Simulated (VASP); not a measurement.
# SiNi (Pnma) in VASP: notebook, part 3 of 3

VASP 6.6.1.

## Step 5: Single point, PBE (12.59 Å³/atom)

This run uses another cell than the first one, of 12.59 Å³/atom.

File INCAR:

```
SYSTEM = SiNi
PREC = Accurate
ENCUT = 520
EDIFF = 1E-7
ISMEAR = 0
SIGMA = 0.1
LREAL = .FALSE.
LASPH = .TRUE.
NELM = 60
ALGO = Normal
ISIF = 2
LWAVE = .FALSE.
LCHARG = .FALSE.
GGA = PE
NBANDS = 38
```

File KPOINTS:

```
Automatic mesh
0
G
  8 10 6
  0 0 0
```

File POSCAR:

```
SiNi
1.0
    5.2023435225      0.0000000000      0.0000000000
    0.0000000000      3.4014931206      0.0000000000
    0.0000000000      0.0000000000      5.6907739306
Si Ni
4 4
Direct
    0.3198164324      0.7500000000      0.0830992745
    0.1801835676      0.2500000000      0.5830992745
    0.8198164324      0.7500000000      0.4169007255
    0.6801835676      0.2500000000      0.9169007255
    0.0070084627      0.2500000000      0.1900366839
    0.4929915373      0.7500000000      0.6900366839
    0.5070084627      0.2500000000      0.3099633161
    0.9929915373      0.7500000000      0.8099633161
```

Potentials or basis: VASP PAW PBE potentials, release 64 (Si, Ni).

The run is started by

```
> cat potpaw_PBE.64/Si/POTCAR potpaw_PBE.64/Ni/POTCAR > POTCAR
> mpirun -np 1 vasp_std > vasp.out
```

OUTCAR:

```text
SYSTEM = SiNi
   PREC = Accurate
   ENCUT = 520
   EDIFF = 1E-7
   ISMEAR = 0
   LREAL = .FALSE.
   LASPH = .TRUE.
   NELM = 60
   ISIF = 2
   GGA = PE

 ion  position               nearest neighbor table
   1  0.320  0.750  0.083-   8 2.30   7 2.35   7 2.35   6 2.41   5 2.43   5 2.43   4 2.70   4 2.70

   2  0.180  0.250  0.583-   7 2.30   8 2.35   8 2.35   5 2.41   6 2.43   6 2.43   3 2.70   3 2.70

   3  0.820  0.750  0.417-   6 2.30   5 2.35   5 2.35   8 2.41   7 2.43   7 2.43   2 2.70   2 2.70

   4  0.680  0.250  0.917-   5 2.30   6 2.35   6 2.35   7 2.41   8 2.43   8 2.43   1 2.70   1 2.70

   5  0.007  0.250  0.190-   4 2.30   3 2.35   3 2.35   2 2.41   1 2.43   1 2.43   7 2.69   7 2.69
                             8 2.75   8 2.75
   6  0.493  0.750  0.690-   3 2.30   4 2.35   4 2.35   1 2.41   2 2.43   2 2.43   8 2.69   8 2.69
                             7 2.75   7 2.75
   7  0.507  0.250  0.310-   2 2.30   1 2.35   1 2.35   4 2.41   3 2.43   3 2.43   5 2.69   5 2.69
                             6 2.75   6 2.75
   8  0.993  0.750  0.810-   1 2.30   2 2.35   2 2.35   3 2.41   4 2.43   4 2.43   6 2.69   6 2.69
                             5 2.75   5 2.75

  LATTYP: Found a simple orthorhombic cell.
 ALAT       =     3.4014931206
 B/A-ratio  =     1.5294293823
 C/A-ratio  =     1.6730223254

  Lattice vectors:

 A1 = (   0.0000000000,  -3.4014931206,   0.0000000000)
 A2 = (   5.2023435225,   0.0000000000,   0.0000000000)
 A3 = (   0.0000000000,   0.0000000000,   5.6907739306)

Analysis of symmetry for initial positions (statically):
=====================================================================
 Subroutine PRICEL returns:
 Original cell was already a primitive cell.

 Routine SETGRP: Setting up the symmetry group for a
 simple orthorhombic supercell.

 Subroutine GETGRP returns: Found  8 space group operations
 (whereof  2 operations were pure point group operations)
 out of a pool of  8 trial point group operations.

The static configuration has the point symmetry S_2 .
 The point group associated with its full space group is D_2h.

Analysis of symmetry for dynamics (positions and initial velocities):
=====================================================================
 Subroutine PRICEL returns:
 Original cell was already a primitive cell.

 Routine SETGRP: Setting up the symmetry group for a
 simple orthorhombic supercell.

 Subroutine GETGRP returns: Found  8 space group operations
 (whereof  2 operations were pure point group operations)
 out of a pool of  8 trial point group operations.

The dynamic configuration has the point symmetry S_2 .
 The point group associated with its full space group is D_2h.

 Subroutine INISYM returns: Found  8 space group operations
 (whereof  2 operations are pure point group operations),
 and found     1 'primitive' translations

----------------------------------------------------------------------------------------

                                     Primitive cell

  volume of cell :     100.7024

  direct lattice vectors                    reciprocal lattice vectors
     5.202343522  0.000000000  0.000000000     0.192221063  0.000000000  0.000000000
[... 52 lines left out ...]

 Following reciprocal coordinates:
            Coordinates               Weight
  0.000000  0.000000  0.000000      1.000000
  0.125000  0.000000  0.000000      2.000000
  0.250000  0.000000  0.000000      2.000000
  0.375000  0.000000  0.000000      2.000000
  0.500000  0.000000  0.000000      1.000000
  0.000000  0.100000  0.000000      2.000000
[... 16 lines left out ...]
  0.250000  0.400000  0.000000      4.000000
  0.375000  0.400000  0.000000      4.000000
 [... further k-points ...]
   k-points           NKPTS =    120   k-points in BZ     NKDIM =    120   number of bands    NBANDS=     38
   number of dos      NEDOS =    301   number of ions     NIONS =      8
   total plane-waves  NPLWV =  47040
   dimension x,y,z NGX =    40 NGY =   28 NGZ =   42
   dimension x,y,z NGXF=    80 NGYF=   56 NGZF=   84
   ions per type =               4   4
   NGX,Y,Z   is equivalent  to a cutoff of  12.78, 13.68, 12.27 a.u.
   NGXF,Y,Z  is equivalent  to a cutoff of  25.56, 27.37, 24.54 a.u.
 SYSTEM =  SiNi
   PREC   = accura    normal or accurate (medium, high low for compatibility)
   ISTART =      0    job   : 0-new  1-cont  2-samecut
   ICHARG =      2    charge: 1-file 2-atom 10-const
   ISPIN  =      1    spin polarized calculation?
   LNONCOLLINEAR =      F non collinear calculations
   LSORBIT =      F    spin-orbit coupling
   LASPH  =      T    aspherical Exc in radial PAW
   ENCUT  =  520.0 eV  38.22 Ry    6.18 a.u.   9.67  6.32 10.58*2*pi/ulx,y,z
   NELM   =     60;   NELMIN=  2; NELMDL= -5     # of ELM steps
   EDIFF  = 0.1E-06   stopping-criterion for ELM
   LREAL  =      F    real-space projection
   EDIFFG = 0.1E-05   stopping-criterion for IOM
   NSW    =      0    number of steps for IOM
   IBRION =     -1    ionic relax: 0-MD 1-quasi-New 2-CG
   NFREE  =      0    steps in history (QN), initial steepest desc. (CG)
   ISIF   =      2    stress and relaxation
   ISYM   =      2    0-nonsym 1-usesym 2-fastsym
   POTIM  = 0.5000    time-step for ionic-motion
   TEBEG  =    0.0;   TEEND  =   0.0 temperature during run
   PSTRESS=    0.0 pullay stress
   NELECT =      56.0000    total number of electrons
   NUPDOWN=      -1.0000    fix difference up-down
   EMIN   =  10.00;   EMAX   =-10.00  energy-range for DOS
   EFERMI =   0.00;   METHOD = LEGACY
   ISMEAR =     0;   SIGMA  =   0.10  broadening in eV -4-tet -1-fermi 0-gaus
   EFERMI_NEDOS =   21; number of points for ismear=-14 and -15
   IALGO  =     38    algorithm
   IMIX   =      4    mixing-type and parameters
     AMIX     =   0.40;   BMIX     =  1.00
     AMIX_MAG =   1.60;   BMIX_MAG =  1.00
  volume/ion in A,a.u.               =      12.59        84.95
  Fermi-wavevector in a.u.,A,eV,Ry     =   1.346245  2.544035 24.658877  1.812376
  Thomas-Fermi vector in A             =   2.474093
   LORBIT       =      0    0 simple, 1 ext, 2 COOP (PROOUT), +10 PAW based schemes
   GGA     = PE    functional components
   LHFCALC =     F    Hartree Fock is set to
   AEXX    =    0.0000 exact exchange contribution
   IVDW    =     0    specifies the selected vdW correction
   LEPSILON=     F    determine dielectric tensor
   LRPA    =     F    only Hartree local field effects (RPA)
 non-spin polarized calculation
 Gauss-broadening in eV      SIGMA  =   0.10
  energy-cutoff  :      520.00
  volume of cell :      100.70
 maximum number of plane-waves:      2737
 NGX is ok and might be reduce to    40
   NGX = 19   NGY = 13   NGZ = 21

 number of electron      56.0000014 magnetization

 Free energy of the ion-electron system (eV)
  ---------------------------------------------------
  ext. energy  EPLUGINS =         0.00000000
  ---------------------------------------------------
  free energy    TOTEN  =       -47.56609058 eV

  energy without entropy =      -47.55734071  energy(sigma->0) =      -47.56171564

 E-fermi :   9.8779     XC(G=0): -12.0210

 val. band max:        9.8718867396   @ k =   0.2500   0.5000   0.0000
 cond. band min:       9.9043287098   @ k =   0.3750   0.0000   0.0000
 fundamental gap:      0.0324419703
 Fermi energy:         9.8779287359

 k-point     1 :       0.0000    0.0000    0.0000
  band No.  band energies     occupation
      1      -2.7897      2.00000
      2       0.4390      2.00000
      3       1.7150      2.00000
      4       2.2564      2.00000
      5       3.5982      2.00000
      6       4.0429      2.00000
[... 973 lines left out ...]
     37      15.7422      0.00000
     38      16.3071      0.00000

 [... further k-points ...]
[... 5 lines left out ...]
  --------------------------------------------------------------------------------------
  -------------------------------------------------------------------------------------
  Total       -2.7969040     -2.8798250     -2.8039140      0.0000000      0.0000000      0.0000000
  in kB      -44.4987884    -45.8180630    -44.6103179      0.0000000      0.0000000      0.0000000
  external PRESSURE =     -44.9757231 kB  Pullay stress =       0.0000000 kB

 VOLUME and BASIS-vectors are now :
 -----------------------------------------------------------------------------
  energy-cutoff  :      520.00
  volume of cell :      100.70
      direct lattice vectors                 reciprocal lattice vectors
     5.202343522  0.000000000  0.000000000     0.192221063  0.000000000  0.000000000
     0.000000000  3.401493121  0.000000000     0.000000000  0.293988541  0.000000000
     0.000000000  0.000000000  5.690773931     0.000000000  0.000000000  0.175723023

 POSITION                                       TOTAL-FORCE (eV/Angst)
 -----------------------------------------------------------------------------------
      1.66379      2.55112      0.47290        -0.000566      0.000000     -0.001202
      0.93738      0.85037      3.31829         0.000566      0.000000     -0.001202
      4.26497      2.55112      2.37249        -0.000566      0.000000      0.001202
      3.53855      0.85037      5.21787         0.000566      0.000000      0.001202
      0.03646      0.85037      1.08146         0.009747      0.000000     -0.001737
      2.56471      2.55112      3.92684        -0.009747     -0.000000     -0.001737
      2.63763      0.85037      1.76393         0.009747     -0.000000      0.001737
      5.16588      2.55112      4.60932        -0.009747      0.000000      0.001737
 -----------------------------------------------------------------------------------
    total drift:                                0.000000     -0.000000     -0.000000

  FREE ENERGIE OF THE ION-ELECTRON SYSTEM (eV)
  ---------------------------------------------------
  free  energy   TOTEN  =       -47.5660905798 eV

  energy  without entropy=      -47.5573407069  energy(sigma->0) =      -47.56171564
```

Wall time 7.5 min (1 thread of Intel Xeon Platinum 8375C at 2.90GHz (Ice Lake), shared host); peak memory 0.44 GiB.

Results:

```
Free energy            : -47.5661 eV
Pressure               : -4.5 GPa
Largest force          : 0.010 eV/Å
Band gap on the k mesh : zero (bands 28 and 29 overlap by 1.76 eV)
```

Forces on the atoms (eV/Å):
```
Si  -0.001  0.000 -0.001
Si   0.001  0.000 -0.001
Si  -0.001  0.000  0.001
Si   0.001  0.000  0.001
Ni   0.010  0.000 -0.002
Ni  -0.010  0.000 -0.002
Ni   0.010  0.000  0.002
Ni  -0.010  0.000  0.002
```

Stress tensor (GPa, compression positive):
```
-4.45  0.00  0.00
 0.00 -4.58  0.00
 0.00  0.00 -4.46
```

Caveat: the cell stands under tension. Spin polarisation is off, so any magnetic state and its effect on volume and gap are missing.

## Step 6: Overview

```csv
cell,smearing,gap on the mesh (eV),pressure (GPa),largest force (eV/Å)
"a = 5.154, b = 3.375, c = 5.620 Å, 8 atoms, atomic positions A",gaussian 0.15 eV,none,0.0,0.01
"a = 5.173, b = 3.338, c = 5.605 Å, 8 atoms, atomic positions A",gaussian 0.1 eV,none,1.7,0.01
"a = 5.202, b = 3.401, c = 5.691 Å, 8 atoms, atomic positions B",gaussian 0.1 eV,none,-4.5,0.01
```

Alike in all rows: task single point; level PBE; potentials or basis VASP PAW PBE potentials, release 64 (Si, Ni); no spin polarisation; k mesh 8 × 10 × 6; cutoff (eV) 520.

Caveats: the cell stands under tension (at least some runs).

Absolute energies hang on the potentials; compare differences alone.
